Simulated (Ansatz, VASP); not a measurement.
# GdO: VASP beside Ansatz

Contents of INCAR:

```
SYSTEM = GdO
ALGO = Normal
EDIFF = 1E-7
ENCUT = 520
GGA = PS
ISIF = 2
ISMEAR = 0
ISPIN = 2
LASPH = .True.
LCHARG = .False.
LDAU = .True.
LDAUJ = 0 0
LDAUL = 3 -1
LDAUPRINT = 1
LDAUTYPE = 2
LDAUU = 8 0
LMAXMIX = 6
LORBIT = 11
LREAL = .False.
LWAVE = .False.
MAGMOM = 7.72 0.01
NBANDS = 23
NELM = 150
PREC = Accurate
SIGMA = 0.05
```

Contents of KPOINTS:

```
k-points
0
Gamma
  6 6 6
  0 0 0
```

File POSCAR:

```
GdO
1.0
    0.0000000000      2.7000000000      2.7000000000
    2.7000000000      0.0000000000      2.7000000000
    2.7000000000      2.7000000000      0.0000000000
Gd O
1 1
Direct
    0.0000000000      0.0000000000      0.0000000000
    0.2500000000      0.2500000000      0.2500000000
```

Input for Ansatz:

```yaml
crystal:
  lattice:
    - [0.0, 2.7, 2.7]
    - [2.7, 0.0, 2.7]
    - [2.7, 2.7, 0.0]
  atoms:
    - { symbol: Gd, position: [0.0, 0.0, 0.0], spin: 7.0 }
    - { symbol: O, position: [0.25, 0.25, 0.25] }
basis:
  ecutwfc: 420
  ecutrho_ratio: 4
kpoints:
  mp_grid: { grid: [6, 6, 6] }
hamiltonian:
  xc: pbesol
  hubbard:
    sites:
      - { site: 0, l: f, u_eff: 8.0, starting_ns: [{ spin: up, occupation_matrix: s0up }, { spin: down, occupation_matrix: s0down }] }
    occupation_matrices:
      s0up:
        matrix:
          - [0.97, 0.0, 0.0, 0.0, 0.0, 0.0, 0.0]
          - [0.0, 0.97, 0.0, 0.0, 0.0, 0.0, 0.0]
          - [0.0, 0.0, 0.97, 0.0, 0.0, 0.0, 0.0]
          - [0.0, 0.0, 0.0, 0.97, 0.0, 0.0, 0.0]
          - [0.0, 0.0, 0.0, 0.0, 0.97, 0.0, 0.0]
          - [0.0, 0.0, 0.0, 0.0, 0.0, 0.97, 0.0]
          - [0.0, 0.0, 0.0, 0.0, 0.0, 0.0, 0.97]
      s0down:
        matrix:
          - [0.02, 0.0, 0.0, 0.0, 0.0, 0.0, 0.0]
          - [0.0, 0.02, 0.0, 0.0, 0.0, 0.0, 0.0]
          - [0.0, 0.0, 0.02, 0.0, 0.0, 0.0, 0.0]
          - [0.0, 0.0, 0.0, 0.02, 0.0, 0.0, 0.0]
          - [0.0, 0.0, 0.0, 0.0, 0.02, 0.0, 0.0]
          - [0.0, 0.0, 0.0, 0.0, 0.0, 0.02, 0.0]
          - [0.0, 0.0, 0.0, 0.0, 0.0, 0.0, 0.02]
    ns_hold: until_converged
scf:
  occupations: { method: gaussian, width: 0.05 }
  lower_state_search: "off"
  max_iter: 150
output:
  forces: true
  stress: true
  eigenvalues: true
  populations: true
  hubbard: { sites: [{ site: 0, l: f }] }
  write_density: true
  write_potential: true
  elf: true
  volumetric_format: npy
magnetization:
  spin_polarized: true
```

Alike in both runs: task single point; functional PBEsol; k mesh 6 × 6 × 6; occupations gaussian, width 0.05 eV; collinear spin; Hubbard terms Gd f U = 8.0 eV.

|  | VASP | Ansatz |
| --- | --- | --- |
| version | VASP 6.6.1 | Ansatz 0.2.0 |
| potentials or method | VASP PAW PBE potentials, release 64 (Gd, O), cutoff 520 eV | scalar-relativistic, plane waves, PAW |
| valence electrons in the cell | 24 | 24 |

```tsv
	VASP	Ansatz	Ansatz less VASP
gap on the k mesh at the Fermi level (eV)	none	none	-
pressure (GPa)	-3.6	-3.7	-0.06
net moment per atom (μB)	3.96	3.96	0.000
size of the moment on the site where the two differ most (μB)	7.08	7.02	-0.066
```

VASP's potentials were made for PBE, not for PBEsol. Site moments also hang on the region over which each program counts them. The programs project onto different local orbitals, so the same U acts differently, and such runs can settle in different states. A gap of «none» marks a metal or a gap that the smearing closes. Ansatz's warnings: filled band counts differ across k points.

Spin-orbit coupling is off throughout.
